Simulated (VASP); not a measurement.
Crystal: PbS.

```xyz
2
Lattice="3.6779 0.0000 0.0000 0.0000 3.6779 0.0000 0.0000 0.0000 3.6779" Properties=species:S:1:pos:R:3 pbc="T T T"
Pb    0.0000    0.0000    0.0000
S     1.8389    1.8389    1.8389
```

Base run:

| Property | Result |
| --- | --- |
| Program | VASP 6.6.1 |
| Functional | PBEsol |
| Potentials or basis | VASP PAW PBE potentials, release 64 (Pb_d, S) |
| Cutoff | 520 eV |
| k mesh | 7 × 7 × 7 |
| Occupations | fermi-dirac, width 0.05 eV |
| Spin | no spin polarisation |

Its results: band gap on the k mesh 0.09 eV, indirect (least direct gap 1.32 eV); pressure -4.4 GPa.

**Question.** After a change of settings the same cell gave: band gap on the k mesh 0.38 eV, indirect (least direct gap 1.64 eV); pressure -1.9 GPa. Which change was it?
A. functional from PBEsol to LDA; potentials or basis from VASP PAW PBE potentials, release 64 (Pb_d, S) to VASP PAW LDA potentials, release 64 (Pb_d, S)
B. functional from PBEsol to PBE0; k mesh from 7 × 7 × 7 to 4 × 4 × 4
C. functional from PBEsol to PBE; cutoff from 520 eV to 500 eV
D. functional from PBEsol to r2SCAN; cutoff from 520 eV to 550 eV

**Answer.** D.

r2SCAN gives the wider gap, since meta-GGAs in the generalised Kohn-Sham scheme recover part of the derivative discontinuity.

Caveats: the PAW data sets were made with another functional, which shifts forces and pressure a little; spin-orbit coupling is left out, which moves the levels of the heavy elements.
